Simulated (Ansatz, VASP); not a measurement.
# Ti: VASP beside Ansatz

```xyz
2
Lattice="1.4583 0.8420 4.8296 -1.4583 0.8420 4.8296 0.0000 -1.6840 4.8296" Properties=species:S:1:pos:R:3 pbc="T T T"
Ti    0.0000    0.0000    1.3289
Ti    0.0000    0.0000   13.1599
```

Alike in both runs: functional PBE; k mesh 6 × 6 × 6; occupations gaussian, width 0.1 eV; no spin polarisation.

Ansatz relaxed the structure, and its values are those at the end. VASP's run is a single point on that final structure, the one shown.

|  | VASP | Ansatz |
| --- | --- | --- |
| version | VASP 6.6.1 | Ansatz 0.2.0 |
| potentials or method | VASP PAW PBE potentials, release 64 (Ti_sv), cutoff 520 eV | scalar-relativistic, plane waves, PAW |
| valence electrons in the cell | 24 | 24 |

```csv
,VASP,Ansatz,Ansatz less VASP
gap on the k mesh at the Fermi level (eV),none,none,-
pressure (GPa),-0.2,0.0,+0.20
rms of the force components (eV/Å),0.005,0.001,-0.0044
```

A gap of «none» marks a metal or a gap that the smearing closes.

The k mesh is coarse, so the values compare programs but aren't converged.
